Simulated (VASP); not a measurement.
LuMgH5:

```
Lu Mg H
1.0
     3.53895    0.00000    0.00000
     0.00000    3.53895    0.00000
     0.00000    0.00000    6.26544
Lu Mg H
1 1 5
Cartesian
  1.7695 1.7695 0.0000
  0.0000 0.0000 3.1327
  0.0000 1.7695 1.8568
  0.0000 1.7695 4.4086
  1.7695 0.0000 1.8568
  1.7695 0.0000 4.4086
  0.0000 0.0000 0.0000
```

```yaml
Program: VASP 6.6.1
Task: relaxation of cell and atoms
Functional: PBEsol
Potentials_or_basis: VASP PAW PBE potentials, release 64 (Lu, Mg, H)
Cutoff: 600 eV
k_mesh: 6 × 6 × 4
Occupations: fermi-dirac, width 0.03 eV
Spin: no spin polarisation
```

At the start: pressure -15.5 GPa; volume 11.21 Å³/atom.

**Question.** How do energy, volume and symmetry change on relaxing?

**Answer.** Over 11 steps the energy falls by 250.0 meV/atom and the volume is 8.02 Å³/atom (-28.4 %); space group P4/mmm (No. 123, to 0.1 Å) before and after.

The path:
```tsv
step	energy change (eV)	largest force (eV/Å)	pressure (GPa)	volume (Å³)
1	0.0000	0.5679	-15.53	78.47
2	-1.1222	0.5626	-10.69	66.75
3	-1.6102	0.4937	-2.15	58.00
4	-1.6507	0.4496	1.72	54.99
5	-1.7153	0.2740	1.46	55.25
6	-1.7461	0.0430	1.04	55.56
7	-1.7493	0.0321	-0.10	56.20
8	-1.7494	0.0301	-0.33	56.33
9	-1.7494	0.0309	-0.24	56.30
10	-1.7499	0.0136	-0.08	56.22
11	-1.7500	0.0005	0.04	56.16
```

Final structure:
```
Lu Mg H
1.0
     3.27697    0.00000    0.00000
     0.00000    3.27697    0.00000
     0.00000    0.00000    5.22999
Lu Mg H
1 1 5
Cartesian
  1.6385 1.6385 0.0000
  0.0000 3.2770 2.6150
  3.2770 1.6385 1.4247
  0.0000 1.6385 3.8053
  1.6385 0.0000 1.4247
  1.6385 0.0000 3.8053
  0.0000 3.2770 0.0000
```

Caveat: the volume moved by over 15 % at a fixed basis, so the end points are rough; the PAW data sets were made with another functional, which shifts forces and pressure a little.
